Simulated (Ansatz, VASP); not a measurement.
## TiN in VASP and in Ansatz

Contents of INCAR:

```
PREC = Accurate
ENCUT = 520
EDIFF = 1E-6
ISMEAR = -1
SIGMA = 0.05
LREAL = False
LASPH = True
NELM = 100
ALGO = Normal
ISIF = 2
LWAVE = False
LCHARG = False
GGA = PS
NBANDS = 16
```

Contents of KPOINTS:

```
regular mesh
0
Gamma
  17 17 17
```

The input POSCAR:

```
TiN
1.0
    0.0000000000      2.1149029570      2.1149029570
    2.1149029570      0.0000000000      2.1149029570
    2.1149029570      2.1149029570      0.0000000000
Ti N
1 1
Direct
    0.0000000000      0.0000000000      0.0000000000
    0.5000000000      0.5000000000      0.5000000000
```

Input for Ansatz:

```yaml
crystal:
  lattice:
    - [0.0, 2.114902957, 2.114902957]
    - [2.114902957, 0.0, 2.114902957]
    - [2.114902957, 2.114902957, 0.0]
  atoms:
    - { symbol: Ti, position: [0.0, 0.0, 0.0] }
    - { symbol: "N", position: [0.5, 0.5, 0.5] }
kpoints:
  mp_grid: { grid: [17, 17, 17] }
  band_path:
    path:
      - [0.0, 0.0, 0.0]
      - [0.5, 0.0, 0.5]
      - [0.625, 0.25, 0.625]
      - [0.375, 0.375, 0.75]
      - [0.0, 0.0, 0.0]
      - [0.5, 0.5, 0.5]
      - [0.5, 0.25, 0.75]
      - [0.5, 0.0, 0.5]
    npoints: 5
scf:
  occupations: { method: fermi_dirac, width: 0.05 }
hamiltonian:
  xc: pbesol
  pseudopotentials: { kind: all_electron, lapw: { basis_error: 0.0005 } }
output:
  forces: true
  stress: true
  eigenvalues: true
```

Change from the starting cell: volume scaled by 0.99.

Alike in both runs: task single point; functional PBEsol; k mesh 17 × 17 × 17; occupations fermi-dirac, width 0.05 eV; no spin polarisation.

|  | VASP | Ansatz |
| --- | --- | --- |
| version | VASP 6.6.1 | Ansatz 0.2.0 |
| potentials or method | VASP PAW PBE potentials, release 64 (Ti_sv, N), cutoff 520 eV | all-electron LAPW, scalar-relativistic |

```tsv
	VASP	Ansatz	Ansatz less VASP
pressure (GPa)	-4.9	-5.3	-0.46
```

VASP's potentials were made for PBE, not for PBEsol. Ansatz ran all-electron here, and VASP with PAW potentials.
